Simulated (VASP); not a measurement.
# ZrS2 (P-3m1) in VASP: single point with r2SCAN

Aim: the single point of ZrS2 with r2SCAN.

Everything below comes from runs of VASP 6.6.1. Logs are shortened: lines on timing, memory, paths and dates and some standing lists are left out, and cuts for length are marked.

**Measured values to compare with.**

From “Stress-Tuned Optical Transitions in Layered 1T-MX2 (M= Hf, Zr, Sn; X= S, Se) Crystals”, 2022, arxiv:2210.12074, for a bulk crystal of ZrS2: band gap 1.68 eV (indirect).

How close the calculation comes is told below.

**1. The cell of the first run**

The structure is trigonal, space group P-3m1 (No. 164). Conventional cell: a = 3.630 Å, b = 3.630 Å, c = 5.850 Å, α = 90.00°, β = 90.00°, γ = 120.00°. Zr (site symmetry -3m) has 6 S at 2.55 Å within 3.4 Å. S (site symmetry 3m) has 3 Zr at 2.55 Å within 3.4 Å.

**2. Single point, r2SCAN**

Contents of POSCAR:

```
ZrS2
1.0
    3.6299990406      0.0000000000      0.0000000000
   -1.8149995203      3.1436713848      0.0000000000
    0.0000000000      0.0000000000      5.8500000000
Zr S
1 2
Direct
    0.0000000000      0.0000000000      0.0000000000
    0.3333333333      0.6666666667      0.2492000000
    0.6666666667      0.3333333333      0.7508000000
```

Contents of INCAR.step1:

```
SYSTEM = ZrS2
PREC     = Accurate       ! precision mode
ENCUT    = 550            ! plane-wave cutoff, eV
ISMEAR   = 0              ! smearing method
SIGMA    = 0.1            ! smearing width, eV
LREAL    = .False.        ! projectors in reciprocal space
LASPH    = .True.         ! aspherical terms in the spheres
NELM     = 120            ! most SCF steps
NBANDS   = 19             ! bands
GGA      = PE             ! functional
ALGO     = Normal         ! electronic algorithm
EDIFF    = 1E-5           ! SCF threshold, eV
LWAVE    = .True.         ! write WAVECAR
LCHARG   = .False.        ! write CHGCAR
GGA_COMPAT= .False.
```

Contents of INCAR.step2:

```
SYSTEM = ZrS2
PREC     = Accurate       ! precision mode
ENCUT    = 550            ! plane-wave cutoff, eV
EDIFF    = 1E-6           ! SCF threshold, eV
ISMEAR   = 0              ! smearing method
SIGMA    = 0.1            ! smearing width, eV
LREAL    = .False.        ! projectors in reciprocal space
LASPH    = .True.         ! aspherical terms in the spheres
NELM     = 120            ! most SCF steps
ALGO     = Normal         ! electronic algorithm
ISIF     = 2              ! what is computed and relaxed
LWAVE    = .False.        ! write WAVECAR
LCHARG   = .False.        ! write CHGCAR
METAGGA  = R2SCAN         ! meta-GGA
LMIXTAU  = .True.       
NBANDS   = 19             ! bands
ISTART   = 1            
GGA_COMPAT= .False.
```

Contents of KPOINTS:

```
Automatic mesh
0
Gamma
  6 6 4
  0 0 0
```

Potentials or basis: VASP PAW PBE potentials, release 64 (Zr_sv, S).

Run with:

```console
$ cat potpaw_PBE.64/Zr_sv/POTCAR potpaw_PBE.64/S/POTCAR > POTCAR
$ cp INCAR.step1 INCAR
$ mpirun -np 1 vasp_std > vasp.out
$ cp INCAR.step2 INCAR
$ mpirun -np 1 vasp_std > vasp.out
```

OUTCAR:

```text
SYSTEM = ZrS2
   PREC = Accurate
   ENCUT = 550
   EDIFF = 1E-6
   ISMEAR = 0
   LREAL = .False.
   LASPH = .True.
   NELM = 120
   ISIF = 2
   METAGGA = R2SCAN
   ISTART = 1

 ion  position               nearest neighbor table
   1  0.000  0.000  0.000-   2 2.55   3 2.55   2 2.55   3 2.55   3 2.55   2 2.55
   2  0.333  0.667  0.249-   1 2.55   1 2.55   1 2.55
   3  0.667  0.333  0.751-   1 2.55   1 2.55   1 2.55

  LATTYP: Found a hexagonal cell.
 ALAT       =     3.6299990406
 C/A-ratio  =     1.6115706739

  Lattice vectors:

 A1 = (   3.6299990406,   0.0000000000,   0.0000000000)
 A2 = (  -1.8149995203,   3.1436713848,   0.0000000000)
 A3 = (   0.0000000000,   0.0000000000,   5.8500000000)

Analysis of symmetry for initial positions (statically):
=====================================================================
 Subroutine PRICEL returns:
 Original cell was already a primitive cell.

 Routine SETGRP: Setting up the symmetry group for a
 hexagonal supercell.

 Subroutine GETGRP returns: Found 12 space group operations
 (whereof 12 operations were pure point group operations)
 out of a pool of 24 trial point group operations.

The static configuration has the point symmetry D_3d.

Analysis of symmetry for dynamics (positions and initial velocities):
=====================================================================
 Subroutine PRICEL returns:
 Original cell was already a primitive cell.

 Routine SETGRP: Setting up the symmetry group for a
 hexagonal supercell.

 Subroutine GETGRP returns: Found 12 space group operations
 (whereof 12 operations were pure point group operations)
 out of a pool of 24 trial point group operations.

The dynamic configuration has the point symmetry D_3d.

 Subroutine INISYM returns: Found 12 space group operations
 (whereof 12 operations are pure point group operations),
 and found     1 'primitive' translations

----------------------------------------------------------------------------------------

                                     Primitive cell

  volume of cell :      66.7574

  direct lattice vectors                    reciprocal lattice vectors
     3.629999041  0.000000000  0.000000000     0.275482166  0.159049703  0.000000000
    -1.814999520  3.143671385  0.000000000     0.000000000  0.318099406  0.000000000
     0.000000000  0.000000000  5.850000000     0.000000000  0.000000000  0.170940171

  length of vectors
[... 82 lines left out ...]
   NELM   =    120;   NELMIN=  2; NELMDL=  0     # of ELM steps
   EDIFF  = 0.1E-05   stopping-criterion for ELM
   LREAL  =      F    real-space projection
   EDIFFG = 0.1E-04   stopping-criterion for IOM
   NSW    =      0    number of steps for IOM
   IBRION =     -1    ionic relax: 0-MD 1-quasi-New 2-CG
   NFREE  =      0    steps in history (QN), initial steepest desc. (CG)
   ISIF   =      2    stress and relaxation
   ISYM   =      2    0-nonsym 1-usesym 2-fastsym
   POTIM  = 0.5000    time-step for ionic-motion
   TEBEG  =    0.0;   TEEND  =   0.0 temperature during run
   PSTRESS=    0.0 pullay stress
   NELECT =      24.0000    total number of electrons
   NUPDOWN=      -1.0000    fix difference up-down
   EMIN   =  10.00;   EMAX   =-10.00  energy-range for DOS
   EFERMI =   0.00;   METHOD = LEGACY
   ISMEAR =     0;   SIGMA  =   0.10  broadening in eV -4-tet -1-fermi 0-gaus
   EFERMI_NEDOS =   21; number of points for ismear=-14 and -15
   IALGO  =     38    algorithm
   IMIX   =      4    mixing-type and parameters
     AMIX     =   0.40;   BMIX     =  1.00
     AMIX_MAG =   1.60;   BMIX_MAG =  1.00
  volume/ion in A,a.u.               =      22.25       150.17
  Fermi-wavevector in a.u.,A,eV,Ry     =   1.164069  2.199772 18.436666  1.355057
  Thomas-Fermi vector in A             =   2.300611
   LORBIT       =      0    0 simple, 1 ext, 2 COOP (PROOUT), +10 PAW based schemes
   METAGGA = R2SCAN    functional components
   LHFCALC =     F    Hartree Fock is set to
   AEXX    =    0.0000 exact exchange contribution
   IVDW    =     0    specifies the selected vdW correction
   LEPSILON=     F    determine dielectric tensor
   LRPA    =     F    only Hartree local field effects (RPA)
 non-spin polarized calculation
 Gauss-broadening in eV      SIGMA  =   0.10
  energy-cutoff  :      550.00
  volume of cell :       66.76
 maximum number of plane-waves:      1968
   NGX = 13   NGY = 13   NGZ = 23

 number of electron      24.0000002 magnetization

 Free energy of the ion-electron system (eV)
  ---------------------------------------------------
  ext. energy  EPLUGINS =         0.00000000
  ---------------------------------------------------
  free energy    TOTEN  =       -44.12085800 eV

  energy without entropy =      -44.12085800  energy(sigma->0) =      -44.12085800

 E-fermi :   5.2059     XC(G=0): -10.2307

 val. band max:        4.6879301439   @ k =   0.0000   0.0000   0.0000
 cond. band min:       5.7980328743   @ k =   0.5000   0.0000   0.5000
 fundamental gap:      1.1101027304
 Fermi energy:         5.2059208262

 k-point     1 :       0.0000    0.0000    0.0000
  band No.  band energies     occupation
      1     -45.9414      2.00000
      2     -23.3151      2.00000
      3     -23.1435      2.00000
      4     -23.1435      2.00000
      5      -8.6932      2.00000
      6      -7.0969      2.00000
[... 505 lines left out ...]
      6      -7.2999      2.00000
[... 11 lines left out ...]
     18      13.4322      0.00000
     19      14.0443      0.00000

------------------------ aborting loop because EDIFF is reached ----------------------------------------

  FORCE on cell =-STRESS in cart. coord.  units (eV):
  Direction    XX          YY          ZZ          XY          YZ          ZX
  --------------------------------------------------------------------------------------
  -------------------------------------------------------------------------------------
  Total        1.3962892      1.3962892      0.6014308      0.0000000      0.0000000      0.0000000
  in kB       33.5109280     33.5109280     14.4343326      0.0000000      0.0000000      0.0000000
  external PRESSURE =      27.1520629 kB  Pullay stress =       0.0000000 kB

 VOLUME and BASIS-vectors are now :
 -----------------------------------------------------------------------------
  energy-cutoff  :      550.00
  volume of cell :       66.76
      direct lattice vectors                 reciprocal lattice vectors
     3.629999041  0.000000000  0.000000000     0.275482166  0.159049703  0.000000000
    -1.814999520  3.143671385  0.000000000     0.000000000  0.318099406  0.000000000
     0.000000000  0.000000000  5.850000000     0.000000000  0.000000000  0.170940171

 POSITION                                       TOTAL-FORCE (eV/Angst)
 -----------------------------------------------------------------------------------
      0.00000      0.00000      0.00000        -0.000000      0.000000      0.000000
     -0.00000      2.09578      1.45782         0.000000      0.000000      0.002605
      1.81500      1.04789      4.39218        -0.000000      0.000000     -0.002605
 -----------------------------------------------------------------------------------
    total drift:                               -0.000000      0.000000      0.000000

  FREE ENERGIE OF THE ION-ELECTRON SYSTEM (eV)
  ---------------------------------------------------
  free  energy   TOTEN  =       -44.1208580013 eV

  energy  without entropy=      -44.1208580013  energy(sigma->0) =      -44.12085800
```

OSZICAR.step1:

```text
N       E                     dE             d eps       ncg     rms          rms(c)
DAV:   1     0.177594094745E+03    0.17759E+03   -0.12668E+04   912   0.123E+03
DAV:   2    -0.127983731793E+02   -0.19039E+03   -0.18647E+03  1158   0.283E+02
DAV:   3    -0.230511159451E+02   -0.10253E+02   -0.10200E+02  1474   0.609E+01
DAV:   4    -0.234140000067E+02   -0.36288E+00   -0.36227E+00  1281   0.927E+00
DAV:   5    -0.234212842678E+02   -0.72843E-02   -0.72830E-02  1309   0.129E+00    0.166E+01
DAV:   6    -0.214322391852E+02    0.19890E+01   -0.59122E+00  1011   0.138E+01    0.793E+00
DAV:   7    -0.213696214284E+02    0.62618E-01   -0.54472E-01  1238   0.403E+00    0.394E+00
DAV:   8    -0.213762608631E+02   -0.66394E-02   -0.88140E-02  1080   0.176E+00    0.753E-01
DAV:   9    -0.213758275939E+02    0.43327E-03   -0.11795E-02  1056   0.679E-01    0.524E-01
DAV:  10    -0.213761567347E+02   -0.32914E-03   -0.27166E-03  1047   0.362E-01    0.353E-01
DAV:  11    -0.213760473438E+02    0.10939E-03   -0.41681E-04  1101   0.140E-01    0.556E-02
DAV:  12    -0.213760778572E+02   -0.30513E-04   -0.10123E-04  1010   0.562E-02    0.412E-02
DAV:  13    -0.213760738788E+02    0.39783E-05   -0.82543E-06   648   0.150E-02
   1 F= -.21376074E+02 E0= -.21376074E+02  d E =-.126161E-09
```

It took 3.8 min on 1 thread of Intel Xeon 8259CL, shared host; peak memory 0.21 GiB.

What came out:

```yaml
Free_energy: -44.1209 eV
Pressure: 2.7 GPa
Band_gap_on_the_k_mesh: 1.11 eV, indirect (least direct gap 1.87 eV)
```

Forces in eV/Å, atoms in the order of the input:
```
Zr   0.000  0.000  0.000
S    0.000  0.000  0.003
S    0.000  0.000 -0.003
```

Levels at points of the mesh, in eV from the valence-band top:
| k point | band 9 | band 10 | band 11 | band 12 | band 13 | band 14 | band 15 | band 16 |
| --- | --- | --- | --- | --- | --- | --- | --- | --- |
| (0.00, 0.00, 0.00) | -2.94 | -0.12 | -0.12 | 0.00 | 1.87 | 1.87 | 2.62 | 5.21 |
| (0.50, 0.00, 0.00) | -2.64 | -2.64 | -2.00 | -1.32 | 1.32 | 3.72 | 4.09 | 6.14 |
| (0.00, 0.00, 0.50) | -2.90 | -1.96 | -0.28 | -0.28 | 1.83 | 1.83 | 3.08 | 5.64 |
| (0.50, 0.00, 0.50) | -2.81 | -2.47 | -1.01 | -0.84 | 1.11 | 3.70 | 4.08 | 5.56 |

Caveat: the PAW data sets were made with another functional, which shifts forces and pressure a little.

**3. How close it comes**

Step 2. Measured gap of ZrS2: 1.68 eV (indirect; quoted in “Stress-Tuned Optical Transitions in Layered 1T-MX2 (M= Hf, Zr, Sn; X= S, Se) Crystals”, 2022, arxiv:2210.12074). This calculation gives 1.11 eV (-0.57 eV). Spin-orbit coupling on Zr is left out. The value is that of r2SCAN on a finite k mesh, which can miss the band edges, without temperature or zero-point motion.
